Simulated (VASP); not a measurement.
A run of VASP 6.6.1 is set up as follows.

The input INCAR:

```
  PREC = Accurate
  ENCUT = 520
  EDIFF = 1E-7
  ISMEAR = 0
  SIGMA = 0.1
  LREAL = False
  LASPH = True
  NELM = 80
  ALGO = Normal
  ISIF = 2
  LWAVE = False
  LCHARG = True
  GGA = PS
  LELF = True
  LVHAR = True
  NBANDS = 14
```

File KPOINTS:

```
regular mesh
0
Gamma
  8 8 8
```

Contents of POSCAR:

```
ReS
1.0
    0.0000000000      2.5924649102      2.5924649102
    2.5924649102      0.0000000000      2.5924649102
    2.5924649102      2.5924649102      0.0000000000
Re S
1 1
Direct
    0.0000000000      0.0000000000      0.0000000000
    0.2500000000      0.2500000000      0.2500000000
```

Potentials or basis: VASP PAW PBE potentials, release 64 (Re, S).

The run is started by

```console
$ cat potpaw_PBE.64/Re/POTCAR potpaw_PBE.64/S/POTCAR > POTCAR
$ mpirun -np 1 vasp_std > vasp.out
```

**Question.** Predict the pressure.

**Answer.** 1.7 GPa.

Caveat: the PAW data sets were made with another functional, which shifts forces and pressure a little.
